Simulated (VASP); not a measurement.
Here is a VASP 6.6.1 calculation.

File INCAR:

```
SYSTEM = SiC
PREC     = Accurate       ! precision mode
ENCUT    = 600            ! plane-wave cutoff, eV
EDIFF    = 1E-7           ! SCF threshold, eV
ISMEAR   = 0              ! smearing method
SIGMA    = 0.02           ! smearing width, eV
LREAL    = .FALSE.        ! projectors in reciprocal space
LASPH    = .TRUE.         ! aspherical terms in the spheres
NELM     = 60             ! most SCF steps
ALGO     = Normal         ! electronic algorithm
ISIF     = 4              ! what is computed and relaxed
LWAVE    = .FALSE.        ! write WAVECAR
LCHARG   = .FALSE.        ! write CHGCAR
GGA      = PE             ! functional
IBRION   = 2              ! ionic algorithm
NSW      = 50             ! ionic steps
EDIFFG   = -0.01          ! ionic threshold
```

KPOINTS

```
Automatic mesh
0
G
  12 12 2
  0 0 0
```

File POSCAR:

```
SiC
1.0
    2.9662217138      0.0000000000      0.0000000000
   -1.4831108569      2.5688233574      0.0000000000
    0.0000000000      0.0000000000     14.5496382711
Si C
6 6
Direct
    0.0000000000      0.0000000000      0.1250086215
    0.0000000000      0.0000000000      0.6250086215
    0.3333333333      0.6666666667      0.2918302790
    0.6666666667      0.3333333333      0.7918302790
    0.3333333333      0.6666666667      0.9583438915
    0.6666666667      0.3333333333      0.4583438915
    0.0000000000      0.0000000000     -0.0003102604
    0.0000000000      0.0000000000      0.4996897396
    0.3333333333      0.6666666667      0.1668065849
    0.6666666667      0.3333333333      0.6668065849
    0.3333333333      0.6666666667      0.8333208834
    0.6666666667      0.3333333333      0.3333208834
```

Potentials or basis: VASP PAW PBE potentials, release 64 (Si, C).

Launch:

```bash
$ cat potpaw_PBE.64/Si/POTCAR potpaw_PBE.64/C/POTCAR > POTCAR
$ mpirun -np 1 vasp_std > vasp.out
```

(1) What does it give for the band gap on the k mesh?

Answers

(1) 1.99 eV (least direct gap 3.11 eV).
